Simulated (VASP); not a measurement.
# Be2C (Fm-3m) in VASP: a series of runs

Runs on Be2C. Level: PBEsol. Tasks: single point.

All numbers are computed with VASP 6.6.1; they aren't measurements. Logs are shortened: lines on timing, memory, paths and dates and some standing lists are left out, and cuts for length are marked.

## (1) The cell of the first run

Symmetry: Fm-3m, No. 225, cubic system. Conventional cell: a = 4.325 Å, b = 4.325 Å, c = 4.325 Å, α = 90.00°, β = 90.00°, γ = 90.00°. Be (site symmetry -43m) has 4 C at 1.87 Å and 6 Be at 2.16 Å within 2.5 Å. C (site symmetry m-3m) has 8 Be at 1.87 Å within 2.5 Å.

## (2) Single point, PBEsol

Contents of INCAR:

```
ALGO = Normal
EDIFF = 1E-6
ENCUT = 600
GGA = PS
GGA_COMPAT = F
ISIF = 2
ISMEAR = 0
LASPH = T
LCHARG = F
LREAL = F
LWAVE = F
NBANDS = 11
NELM = 120
PREC = Accurate
SIGMA = 0.01
```

Contents of KPOINTS:

```
k-points
0
Gamma
  10 10 10
```

Contents of POSCAR:

```
Be2C
1.0
    2.1622986810      2.1622986810      0.0000000000
   -2.1622986810      2.1622986810      0.0000000000
    0.0000000000      2.1622986810      2.1622986810
Be C
2 1
Direct
    0.2500000000      0.7500000000      0.5000000000
    0.7500000000      0.2500000000      0.5000000000
    0.0000000000      0.0000000000      0.0000000000
```

Potentials or basis: VASP PAW PBE potentials, release 64 (Be, C).

On the command line:

```
cat potpaw_PBE.64/Be/POTCAR potpaw_PBE.64/C/POTCAR > POTCAR
mpirun -np 1 vasp_std > vasp.out
```

OUTCAR:

```text
EDIFF = 1E-6
   ENCUT = 600
   GGA = PS
   ISIF = 2
   ISMEAR = 0
   LASPH = T
   LREAL = F
   NELM = 120
   PREC = Accurate

 ion  position               nearest neighbor table
   1  0.250  0.750  0.500-   3 1.87   3 1.87   3 1.87   3 1.87   2 2.16   2 2.16   2 2.16   2 2.16
                             2 2.16   2 2.16
   2  0.750  0.250  0.500-   3 1.87   3 1.87   3 1.87   3 1.87   1 2.16   1 2.16   1 2.16   1 2.16
                             1 2.16   1 2.16
   3  0.000  0.000  0.000-   2 1.87   1 1.87   1 1.87   2 1.87   1 1.87   2 1.87   2 1.87   1 1.87

  LATTYP: Found a face centered cubic cell.
 ALAT       =     4.3245973620

  Lattice vectors:

 A1 = (   0.0000000000,   2.1622986810,   2.1622986810)
 A2 = (   2.1622986810,   0.0000000000,   2.1622986810)
 A3 = (   2.1622986810,   2.1622986810,   0.0000000000)

Analysis of symmetry for initial positions (statically):
=====================================================================
 Subroutine PRICEL returns:
 Original cell was already a primitive cell.

 Routine SETGRP: Setting up the symmetry group for a
 face centered cubic supercell.

 Subroutine GETGRP returns: Found 48 space group operations
 (whereof 48 operations were pure point group operations)
 out of a pool of 48 trial point group operations.

The static configuration has the point symmetry O_h .

Analysis of symmetry for dynamics (positions and initial velocities):
=====================================================================
 Subroutine PRICEL returns:
 Original cell was already a primitive cell.

 Routine SETGRP: Setting up the symmetry group for a
 face centered cubic supercell.

 Subroutine GETGRP returns: Found 48 space group operations
 (whereof 48 operations were pure point group operations)
 out of a pool of 48 trial point group operations.

The dynamic configuration has the point symmetry O_h .

 Subroutine INISYM returns: Found 48 space group operations
 (whereof 48 operations are pure point group operations),
 and found     1 'primitive' translations

----------------------------------------------------------------------------------------

                                     Primitive cell

  volume of cell :      20.2198

  direct lattice vectors                    reciprocal lattice vectors
     2.162298681  2.162298681  0.000000000     0.231235400  0.231235400 -0.231235400
    -2.162298681  2.162298681  0.000000000    -0.231235400  0.231235400 -0.231235400
     0.000000000  2.162298681  2.162298681     0.000000000  0.000000000  0.462470800

  length of vectors
     3.057952121  3.057952121  3.057952121     0.400511461  0.400511461  0.462470800

  position of ions in fractional coordinates (direct lattice)
     0.250000000  0.750000000  0.500000000
     0.750000000  0.250000000  0.500000000
     0.000000000  0.000000000  0.000000000

  ion indices of the primitive-cell ions
   primitive index   ion index
                 1           1
                 2           2
                 3           3

----------------------------------------------------------------------------------------

 KPOINTS: k-points

Automatic generation of k-mesh.
 Grid dimensions read from file:
 generate k-points for:   10   10   10

 Generating k-lattice:

  Cartesian coordinates                     Fractional coordinates (reciprocal lattice)
     0.023123540  0.023123540 -0.023123540     0.100000000  0.000000000  0.000000000
    -0.023123540  0.023123540 -0.023123540     0.000000000  0.100000000  0.000000000
     0.000000000  0.000000000  0.046247080     0.000000000  0.000000000  0.100000000

  Length of vectors
     0.040051146  0.040051146  0.046247080

  Shift w.r.t. Gamma in fractional coordinates (k-lattice)
     0.000000000  0.000000000  0.000000000

 Subroutine IBZKPT returns following result:
 ===========================================

 Found     47 irreducible k-points:

 Following reciprocal coordinates:
            Coordinates               Weight
  0.000000  0.000000  0.000000      1.000000
  0.100000  0.000000  0.000000      8.000000
  0.200000  0.000000  0.000000      8.000000
  0.300000  0.000000  0.000000      8.000000
  0.400000  0.000000  0.000000      8.000000
  0.500000  0.000000  0.000000      4.000000
[... 16 lines left out ...]
  0.300000  0.300000  0.000000     12.000000
  0.400000  0.300000  0.000000     24.000000
 [... further k-points ...]
   k-points           NKPTS =     47   k-points in BZ     NKDIM =     47   number of bands    NBANDS=     11
   number of dos      NEDOS =    301   number of ions     NIONS =      3
   total plane-waves  NPLWV =  13824
   dimension x,y,z NGX =    24 NGY =   24 NGZ =   24
   dimension x,y,z NGXF=    48 NGYF=   48 NGZF=   48
   ions per type =               2   1
   NGX,Y,Z   is equivalent  to a cutoff of  13.05, 13.05, 13.05 a.u.
   NGXF,Y,Z  is equivalent  to a cutoff of  26.10, 26.10, 26.10 a.u.
 SYSTEM =  unknown system
   PREC   = accura    normal or accurate (medium, high low for compatibility)
   ISTART =      0    job   : 0-new  1-cont  2-samecut
   ICHARG =      2    charge: 1-file 2-atom 10-const
   ISPIN  =      1    spin polarized calculation?
   LNONCOLLINEAR =      F non collinear calculations
   LSORBIT =      F    spin-orbit coupling
   LASPH  =      T    aspherical Exc in radial PAW
   ENCUT  =  600.0 eV  44.10 Ry    6.64 a.u.   6.11  6.11  6.11*2*pi/ulx,y,z
   NELM   =    120;   NELMIN=  2; NELMDL= -5     # of ELM steps
   EDIFF  = 0.1E-05   stopping-criterion for ELM
   LREAL  =      F    real-space projection
   EDIFFG = 0.1E-04   stopping-criterion for IOM
   NSW    =      0    number of steps for IOM
   IBRION =     -1    ionic relax: 0-MD 1-quasi-New 2-CG
   NFREE  =      0    steps in history (QN), initial steepest desc. (CG)
   ISIF   =      2    stress and relaxation
   ISYM   =      2    0-nonsym 1-usesym 2-fastsym
   POTIM  = 0.5000    time-step for ionic-motion
   TEBEG  =    0.0;   TEEND  =   0.0 temperature during run
   PSTRESS=    0.0 pullay stress
   NELECT =       8.0000    total number of electrons
   NUPDOWN=      -1.0000    fix difference up-down
   EMIN   =  10.00;   EMAX   =-10.00  energy-range for DOS
   EFERMI =   0.00;   METHOD = LEGACY
   ISMEAR =     0;   SIGMA  =   0.01  broadening in eV -4-tet -1-fermi 0-gaus
   EFERMI_NEDOS =   21; number of points for ismear=-14 and -15
   IALGO  =     38    algorithm
   IMIX   =      4    mixing-type and parameters
     AMIX     =   0.40;   BMIX     =  1.00
     AMIX_MAG =   1.60;   BMIX_MAG =  1.00
  volume/ion in A,a.u.               =       6.74        45.48
  Fermi-wavevector in a.u.,A,eV,Ry     =   1.201838  2.271144 19.652443  1.444414
  Thomas-Fermi vector in A             =   2.337636
   LORBIT       =      0    0 simple, 1 ext, 2 COOP (PROOUT), +10 PAW based schemes
   GGA     = PS    functional components
   LHFCALC =     F    Hartree Fock is set to
   AEXX    =    0.0000 exact exchange contribution
   IVDW    =     0    specifies the selected vdW correction
   LEPSILON=     F    determine dielectric tensor
   LRPA    =     F    only Hartree local field effects (RPA)
 non-spin polarized calculation
 Gauss-broadening in eV      SIGMA  =   0.01
  energy-cutoff  :      600.00
  volume of cell :       20.22
 maximum number of plane-waves:       692
   NGX = 13   NGY = 13   NGZ = 13

 number of electron       8.0000000 magnetization

 Free energy of the ion-electron system (eV)
  ---------------------------------------------------
  ext. energy  EPLUGINS =         0.00000000
  ---------------------------------------------------
  free energy    TOTEN  =       -18.41251445 eV

  energy without entropy =      -18.41251445  energy(sigma->0) =      -18.41251445

 E-fermi :   7.8671     XC(G=0): -11.5259

 val. band max:        7.7241015769   @ k =   0.0000   0.0000   0.0000
 cond. band min:       8.7855580673   @ k =   0.5000   0.5000   0.0000
 fundamental gap:      1.0614564905
 Fermi energy:         7.8670673819

 k-point     1 :       0.0000    0.0000    0.0000
  band No.  band energies     occupation
      1      -7.3337      2.00000
      2       7.7241      2.00000
      3       7.7241      2.00000
      4       7.7241      2.00000
      5      11.8157      0.00000
      6      11.8157      0.00000
      7      11.8157      0.00000
      8      14.4657      0.00000
      9      20.8330      0.00000
     10      20.8330      0.00000
     11      20.8330      0.00000

 k-point     2 :       0.1000    0.0000    0.0000
  band No.  band energies     occupation
      1      -7.1736      2.00000
      2       6.3878      2.00000
      3       7.4156      2.00000
      4       7.4156      2.00000
      5      12.2637      0.00000
      6      12.2637      0.00000
      7      12.6576      0.00000
      8      14.8393      0.00000
      9      19.7883      0.00000
     10      19.7883      0.00000
     11      21.2283      0.00000

 k-point     3 :       0.2000    0.0000    0.0000
  band No.  band energies     occupation
      1      -6.6991      2.00000
      2       4.0435      2.00000
      3       6.8250      2.00000
      4       6.8250      2.00000
      5      13.0069      0.00000
      6      13.0069      0.00000
      7      13.5792      0.00000
      8      15.8047      0.00000
      9      18.8773      0.00000
     10      18.8773      0.00000
     11      22.3213      0.00000
[... 267 lines left out ...]
 k-point    23 :       0.3000    0.3000    0.0000
  band No.  band energies     occupation
      1      -4.0815      2.00000
      2       0.4484      2.00000
      3       2.1877      2.00000
      4       4.7659      2.00000
      5      12.1351      0.00000
      6      17.2171      0.00000
      7      17.3337      0.00000
      8      17.6938      0.00000
      9      19.0953      0.00000
     10      20.0764      0.00000
     11      25.0856      0.00000

 k-point    24 :       0.4000    0.3000    0.0000
  band No.  band energies     occupation
      1      -3.6800      2.00000
      2       0.2242      2.00000
      3       2.0942      2.00000
      4       4.0732      2.00000
      5      11.4380      0.00000
      6      17.0489      0.00000
      7      17.6380      0.00000
      8      18.4006      0.00000
      9      20.2255      0.00000
     10      20.6812      0.00000
     11      25.0947      0.00000

 [... further k-points ...]
[... 5 lines left out ...]
  --------------------------------------------------------------------------------------
  -------------------------------------------------------------------------------------
  Total       -0.1767503     -0.1767503     -0.1767503     -0.0000000      0.0000000     -0.0000000
  in kB      -14.0053383    -14.0053383    -14.0053383     -0.0000000      0.0000000     -0.0000000
  external PRESSURE =     -14.0053383 kB  Pullay stress =       0.0000000 kB

 VOLUME and BASIS-vectors are now :
 -----------------------------------------------------------------------------
  energy-cutoff  :      600.00
  volume of cell :       20.22
      direct lattice vectors                 reciprocal lattice vectors
     2.162298681  2.162298681  0.000000000     0.231235400  0.231235400 -0.231235400
    -2.162298681  2.162298681  0.000000000    -0.231235400  0.231235400 -0.231235400
     0.000000000  2.162298681  2.162298681     0.000000000  0.000000000  0.462470800

 POSITION                                       TOTAL-FORCE (eV/Angst)
 -----------------------------------------------------------------------------------
     -1.08115      3.24345      1.08115         0.000000     -0.000000     -0.000000
      1.08115      3.24345      1.08115        -0.000000      0.000000      0.000000
      0.00000      0.00000      0.00000         0.000000      0.000000      0.000000
 -----------------------------------------------------------------------------------
    total drift:                                0.000000     -0.000000      0.000000

  FREE ENERGIE OF THE ION-ELECTRON SYSTEM (eV)
  ---------------------------------------------------
  free  energy   TOTEN  =       -18.4125144480 eV

  energy  without entropy=      -18.4125144480  energy(sigma->0) =      -18.41251445
```

It took 12 s on 1 thread of AMD EPYC 7R43 (Zen 3), shared host; peak memory 0.1 GiB.

What came out:

```yaml
Free_energy: -18.4125 eV
Pressure: -1.4 GPa
Band_gap_on_the_k_mesh: 1.06 eV, indirect (least direct gap 4.09 eV)
```

Caveat: the PAW data sets were made with another functional, which shifts forces and pressure a little. A k mesh can miss the band edges.

## (3) Single point, PBEsol

This run uses another cell than the first one, of 6.61 Å³/atom, 0.981 times its volume.

Contents of INCAR:

```
SYSTEM = Be2C
PREC = Accurate ; ENCUT = 600
EDIFF = 1E-6 ; ISMEAR = 0
SIGMA = 0.01 ; LREAL = .FALSE.
LASPH = .TRUE. ; NELM = 120
ALGO = Normal ; ISIF = 2
LWAVE = .FALSE. ; LCHARG = .FALSE.
GGA = PS ; NBANDS = 11
GGA_COMPAT = .FALSE.
```

Contents of KPOINTS:

```
regular mesh
0
G
  10 10 10
  0 0 0
```

Contents of POSCAR:

```
Be2C
1.0
    2.1485168411      2.1485168411      0.0000000000
   -2.1485168411      2.1485168411      0.0000000000
    0.0000000000      2.1485168411      2.1485168411
Be C
2 1
Direct
    0.2500000000      0.7500000000      0.5000000000
    0.7500000000      0.2500000000      0.5000000000
    0.0000000000      0.0000000000      0.0000000000
```

Potentials or basis: VASP PAW PBE potentials, release 64 (Be, C).

On the command line:

```
cat potpaw_PBE.64/Be/POTCAR potpaw_PBE.64/C/POTCAR > POTCAR
mpirun -np 1 vasp_std > vasp.out
```

Wall time 12 s (1 thread of AMD EPYC 7R43 (Zen 3), shared host); peak memory 0.11 GiB.

The run converged. Its results:

```yaml
Free_energy: -18.4108 eV
Pressure: 2.6 GPa
Band_gap_on_the_k_mesh: 1.07 eV, indirect (least direct gap 4.13 eV)
```

Levels at points of the mesh, in eV from the valence-band top:
```
           k point  band 1  band 2  band 3  band 4  band 5  band 6  band 7  band 8
(0.00, 0.00, 0.00)  -15.20    0.00    0.00    0.00    4.13    4.13    4.13    6.95
(0.50, 0.00, 0.00)  -12.26   -8.91   -1.87   -1.87    4.99    4.99    7.26    9.84
(0.50, 0.50, 0.00)  -11.51   -6.87   -4.85   -4.85    1.07    5.88   13.45   13.45
```

Caveat: the PAW data sets were made with another functional, which shifts forces and pressure a little. A k mesh can miss the band edges.

(Continued in part 2 of 2.)
